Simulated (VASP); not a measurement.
# TiB (Pm-3m) in VASP: notebook, part 2 of 2

VASP 6.6.1. Earlier steps stand in the parts before.

## (3) Single point, PBEsol

This run uses another cell than the first one, of 10.53 Å³/atom.

File INCAR:

```
SYSTEM = TiB
  ALGO = Normal
  EDIFF = 1E-6
  ENCUT = 500
  GGA = PS
  GGA_COMPAT = .False.
  ISIF = 2
  ISMEAR = -1
  LASPH = .True.
  LCHARG = .False.
  LREAL = .False.
  LWAVE = .False.
  NBANDS = 14
  NELM = 120
  PREC = Accurate
  SIGMA = 0.05
```

File KPOINTS:

```
k-points
0
Gamma
  9 9 9
  0 0 0
```

File POSCAR:

```
TiB
1.0
    2.7617467300      0.0000000000      0.0000000000
    0.0000000000      2.7617467300      0.0000000000
    0.0000000000      0.0000000000      2.7617467300
Ti B
1 1
Direct
    0.0000000000      0.0000000000      0.0000000000
    0.5000000000      0.5000000000      0.5000000000
```

Potentials or basis: VASP PAW PBE potentials, release 64 (Ti_sv, B).

Started as:

```sh
$ cat potpaw_PBE.64/Ti_sv/POTCAR potpaw_PBE.64/B/POTCAR > POTCAR
$ mpirun -np 1 vasp_std > vasp.out
```

OUTCAR:

```text
SYSTEM = TiB
   EDIFF = 1E-6
   ENCUT = 500
   GGA = PS
   ISIF = 2
   ISMEAR = -1
   LASPH = .True.
   LREAL = .False.
   NELM = 120
   PREC = Accurate

 ion  position               nearest neighbor table
   1  0.000  0.000  0.000-   2 2.39   2 2.39   2 2.39   2 2.39   2 2.39   2 2.39   2 2.39   2 2.39

   2  0.500  0.500  0.500-   1 2.39   1 2.39   1 2.39   1 2.39   1 2.39   1 2.39   1 2.39   1 2.39

  LATTYP: Found a simple cubic cell.
 ALAT       =     2.7617467300

  Lattice vectors:

 A1 = (   2.7617467300,   0.0000000000,   0.0000000000)
 A2 = (   0.0000000000,   2.7617467300,   0.0000000000)
 A3 = (   0.0000000000,   0.0000000000,   2.7617467300)

Analysis of symmetry for initial positions (statically):
=====================================================================
 Subroutine PRICEL returns:
 Original cell was already a primitive cell.

 Routine SETGRP: Setting up the symmetry group for a
 simple cubic supercell.

 Subroutine GETGRP returns: Found 48 space group operations
 (whereof 48 operations were pure point group operations)
 out of a pool of 48 trial point group operations.

The static configuration has the point symmetry O_h .

Analysis of symmetry for dynamics (positions and initial velocities):
=====================================================================
 Subroutine PRICEL returns:
 Original cell was already a primitive cell.

 Routine SETGRP: Setting up the symmetry group for a
 simple cubic supercell.

 Subroutine GETGRP returns: Found 48 space group operations
 (whereof 48 operations were pure point group operations)
 out of a pool of 48 trial point group operations.

The dynamic configuration has the point symmetry O_h .

 Subroutine INISYM returns: Found 48 space group operations
 (whereof 48 operations are pure point group operations),
 and found     1 'primitive' translations

[... 119 lines left out ...]
   GGA     = PS    functional components
   LHFCALC =     F    Hartree Fock is set to
   AEXX    =    0.0000 exact exchange contribution
   IVDW    =     0    specifies the selected vdW correction
   LEPSILON=     F    determine dielectric tensor
   LRPA    =     F    only Hartree local field effects (RPA)
 non-spin polarized calculation
  energy-cutoff  :      500.00
  volume of cell :       21.06
 maximum number of plane-waves:       546
   NGX = 11   NGY = 11   NGZ = 11

 number of electron      15.0000009 magnetization

 Free energy of the ion-electron system (eV)
  ---------------------------------------------------
  ext. energy  EPLUGINS =         0.00000000
  ---------------------------------------------------
  free energy    TOTEN  =       -15.49555440 eV

  energy without entropy =      -15.46626306  energy(sigma->0) =      -15.48090873

 E-fermi :   9.7064     XC(G=0): -12.5888

 val. band max:        9.7055417574   @ k =   0.3333   0.0000   0.0000
 cond. band min:       9.7099676255   @ k =   0.4444   0.4444   0.3333
 fundamental gap:      0.0044258681
 Fermi energy:         9.7063928652

 k-point     1 :       0.0000    0.0000    0.0000
  band No.  band energies     occupation
      1     -46.7262      2.00000
      2     -22.8031      2.00000
      3     -22.8031      2.00000
      4     -22.8031      2.00000
      5      -1.4115      2.00000
      6       7.9500      2.00000
      7       7.9500      2.00000
      8      12.7054      0.00000
      9      12.7054      0.00000
     10      12.7054      0.00000
     11      12.7414      0.00000
     12      12.7414      0.00000
     13      12.7414      0.00000
     14      23.5680      0.00000
[... 377 lines left out ...]
      1     -46.5775      2.00000
      2     -23.3495      2.00000
      3     -23.1948      2.00000
      4     -22.7675      2.00000
      5       2.5057      2.00000
      6       5.7302      2.00000
      7       7.0125      2.00000
      8       9.6944      1.11910
      9      10.8665      0.00000
     10      11.6242      0.00000
     11      13.9914      0.00000
     12      14.2972      0.00000
     13      16.5953      0.00000
     14      19.9387      0.00000

 [... further k-points ...]

------------------------ aborting loop because EDIFF is reached ----------------------------------------

  FORCE on cell =-STRESS in cart. coord.  units (eV):
  Direction    XX          YY          ZZ          XY          YZ          ZX
  --------------------------------------------------------------------------------------
  -------------------------------------------------------------------------------------
  Total       -0.0138924     -0.0138924     -0.0138924     -0.0000000     -0.0000000      0.0000000
  in kB       -1.0566660     -1.0566660     -1.0566660     -0.0000000     -0.0000000      0.0000000
  external PRESSURE =      -1.0566660 kB  Pullay stress =       0.0000000 kB

 VOLUME and BASIS-vectors are now :
 -----------------------------------------------------------------------------
  energy-cutoff  :      500.00
  volume of cell :       21.06
      direct lattice vectors                 reciprocal lattice vectors
     2.761746730  0.000000000  0.000000000     0.362089684  0.000000000  0.000000000
     0.000000000  2.761746730  0.000000000     0.000000000  0.362089684  0.000000000
     0.000000000  0.000000000  2.761746730     0.000000000  0.000000000  0.362089684

 POSITION                                       TOTAL-FORCE (eV/Angst)
 -----------------------------------------------------------------------------------
      0.00000      0.00000      0.00000         0.000000      0.000000      0.000000
      1.38087      1.38087      1.38087         0.000000      0.000000      0.000000
 -----------------------------------------------------------------------------------
    total drift:                                0.000000      0.000000      0.000000

  FREE ENERGIE OF THE ION-ELECTRON SYSTEM (eV)
  ---------------------------------------------------
  free  energy   TOTEN  =       -15.4955543990 eV

  energy  without entropy=      -15.4662630581  energy(sigma->0) =      -15.48090873
```

OSZICAR:

```text
N       E                     dE             d eps       ncg     rms          rms(c)
DAV:   1     0.991709758942E+02    0.99171E+02   -0.70422E+03   986   0.117E+03
DAV:   2    -0.127961989412E+02   -0.11197E+03   -0.10647E+03  1064   0.322E+02
DAV:   3    -0.183849317732E+02   -0.55887E+01   -0.54644E+01  1396   0.696E+01
DAV:   4    -0.185322359021E+02   -0.14730E+00   -0.14696E+00  1142   0.103E+01
DAV:   5    -0.185351139502E+02   -0.28780E-02   -0.28777E-02  1310   0.136E+00    0.146E+01
DAV:   6    -0.161092117038E+02    0.24259E+01   -0.74361E+00  1210   0.454E+01    0.576E+00
DAV:   7    -0.155050557627E+02    0.60416E+00   -0.13856E+00  1110   0.169E+01    0.377E+00
DAV:   8    -0.154951013133E+02    0.99544E-02   -0.85832E-02  1196   0.224E+00    0.152E+00
DAV:   9    -0.154966229978E+02   -0.15217E-02   -0.31562E-02  1324   0.196E+00    0.589E-01
DAV:  10    -0.154981506899E+02   -0.15277E-02   -0.82099E-03  1142   0.146E+00    0.338E-01
DAV:  11    -0.154956484697E+02    0.25022E-02   -0.40265E-03  1280   0.716E-01    0.706E-02
DAV:  12    -0.154955891899E+02    0.59280E-04   -0.15270E-04  1232   0.122E-01    0.495E-02
DAV:  13    -0.154955560766E+02    0.33113E-04   -0.56202E-05  1100   0.484E-02    0.693E-03
DAV:  14    -0.154955546617E+02    0.14149E-05   -0.40959E-06  1136   0.276E-02    0.317E-03
DAV:  15    -0.154955543990E+02    0.26262E-06   -0.64327E-07   710   0.661E-03
   1 F= -.15495554E+02 E0= -.15480909E+02  d E =-.292913E-01
```

stdout:

```text
POSCAR found type information on POSCAR TiB
 POSCAR found :  2 types and       2 ions
 scaLAPACK will be used
 -----------------------------------------------------------------------------
|                                                                             |
|                                                                             |
|     You enforced a specific xc type in the INCAR file but a different       |
|     I HOPE YOU KNOW WHAT YOU ARE DOING!                                     |
|                                                                             |
 -----------------------------------------------------------------------------

 LDA part: xc-table for (Slater+PW92), standard interpolation
 POSCAR, INCAR and KPOINTS ok, starting setup
 FFT: planning ... GRIDC
 FFT: planning ... GRID_SOFT
 FFT: planning ... GRID
 WAVECAR not read
 entering main loop
```

Run time: 19 s. Hardware: 1 thread of Intel Xeon 8259CL, shared host; peak memory 0.13 GiB.

Results:

| Quantity | Value |
| --- | --- |
| Free energy | -15.4956 eV |
| Pressure | -0.1 GPa |
| Band gap on the k mesh | zero (an odd number of electrons rules out a gap without spin polarisation) |

Caveat: the PAW data sets were made with another functional, which shifts forces and pressure a little.
